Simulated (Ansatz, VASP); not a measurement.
**Al2W3: VASP beside Ansatz**

```xyz
5
Lattice="-1.6513 1.6513 7.1180 1.6513 -1.6513 7.1180 1.6513 1.6513 -7.1180" Properties=species:S:1:pos:R:3 pbc="T T T"
Al    0.0000    0.0000    5.7421
Al    0.0000    0.0000    8.4939
W     0.0000    0.0000    2.8955
W     0.0000    0.0000   11.3405
W     0.0000    0.0000    0.0000
```

Alike in both runs: functional PBE; k mesh 7 × 7 × 7; occupations gaussian, width 0.2 eV; no spin polarisation.

Ansatz relaxed the structure, and its values are those at the end. VASP's run is a single point on that final structure, the one shown.

|  | VASP | Ansatz |
| --- | --- | --- |
| version | VASP 6.6.1 | Ansatz 0.2.0 |
| potentials or method | VASP PAW PBE potentials, release 64 (Al, W_sv), cutoff 520 eV | scalar-relativistic, plane waves, PAW |
| valence electrons in the cell | 48 | 48 |

Ansatz gave:

* gap on the k mesh at the Fermi level (eV): none
* pressure (GPa): 0.5
* rms of the force components (eV/Å): 0.011

Question: Estimate VASP's values.

Answer: gap on the k mesh at the Fermi level (eV): none; pressure (GPa): 0.7; rms of the force components (eV/Å): 0.004.

A gap of «none» marks a metal or a gap that the smearing closes.

The k mesh is coarse, so the values compare programs but aren't converged. Neither program's run includes spin-orbit coupling.
